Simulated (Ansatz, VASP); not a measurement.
## One calculation of ZnS, two programs

File INCAR:

```
PREC = Accurate ; ENCUT = 520
EDIFF = 1E-6 ; ISMEAR = 0
SIGMA = 0.05 ; LREAL = F
LASPH = T ; NELM = 60
ALGO = Normal ; ISIF = 2
LWAVE = F ; LCHARG = F
GGA = PE ; NBANDS = 16
```

KPOINTS

```
regular mesh
0
Gamma
  8 8 8
```

Contents of POSCAR:

```
ZnS
1.0
    0.0000000000      2.7215639846      2.7215639846
    2.7215639846      0.0000000000      2.7215639846
    2.7215639846      2.7215639846      0.0000000000
Zn S
1 1
Direct
    0.0000000000      0.0000000000      0.0000000000
    0.7500000000      0.7500000000      0.7500000000
```

Input for Ansatz:

```yaml
crystal:
  lattice:
    - [0.0, 2.7215639846, 2.7215639846]
    - [2.7215639846, 0.0, 2.7215639846]
    - [2.7215639846, 2.7215639846, 0.0]
  atoms:
    - { symbol: Zn, position: [0.0, 0.0, 0.0] }
    - { symbol: S, position: [0.75, 0.75, 0.75] }
basis:
  ecutwfc: 420
kpoints:
  mp_grid: { grid: [8, 8, 8] }
hamiltonian:
  xc: pbe
scf:
  occupations: { method: gaussian, width: 0.05 }
output:
  forces: true
  stress: true
  eigenvalues: true
  write_density: true
  write_potential: true
  elf: true
  volumetric_format: npy
```

Alike in both runs: task single point; functional PBE; k mesh 8 × 8 × 8; occupations gaussian, width 0.05 eV; no spin polarisation.

|  | VASP | Ansatz |
| --- | --- | --- |
| version | VASP 6.6.1 | Ansatz 0.2.0 |
| potentials or method | VASP PAW PBE potentials, release 64 (Zn, S), cutoff 520 eV | scalar-relativistic, plane waves, PAW |
| valence electrons in the cell | 18 | 18 |

Ansatz gave:

- gap on the k mesh at the Fermi level (eV): 2.02
- least direct gap on the mesh (eV): 2.02
- pressure (GPa): 0.0

Question: Estimate VASP's values.

Answer: gap on the k mesh at the Fermi level (eV): 2.02; least direct gap on the mesh (eV): 2.02; pressure (GPa): 0.2.
